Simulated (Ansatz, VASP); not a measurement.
**TaN in VASP and in Ansatz**

```
Ta N
1.0
     0.00000    2.14955    2.14955
     2.14955    0.00000    2.14955
     2.14955    2.14955    0.00000
Ta N
1 1
Direct
  0.50000 0.50000 0.50000
  0.00000 0.00000 0.00000
```

Change from the starting cell: functional lda, volume scaled by 0.96.

Alike in both runs: task single point; functional LDA; k mesh 9 × 9 × 9; occupations fermi-dirac, width 0.02 eV; no spin polarisation.

|  | VASP | Ansatz |
| --- | --- | --- |
| version | VASP 6.6.1 | Ansatz 0.2.0 |
| potentials or method | VASP PAW LDA potentials, release 64 (Ta_pv, N), cutoff 600 eV | all-electron LAPW, scalar-relativistic |

|  | VASP | Ansatz | Ansatz less VASP |
| --- | --- | --- | --- |
| pressure (GPa) | 16.1 | 13.5 | -2.55 |

LDA's correlation is that of Perdew and Zunger in VASP and of Perdew and Wang (1992) in Ansatz. Ansatz ran all-electron here, and VASP with PAW potentials.

Neither program's run includes spin-orbit coupling.
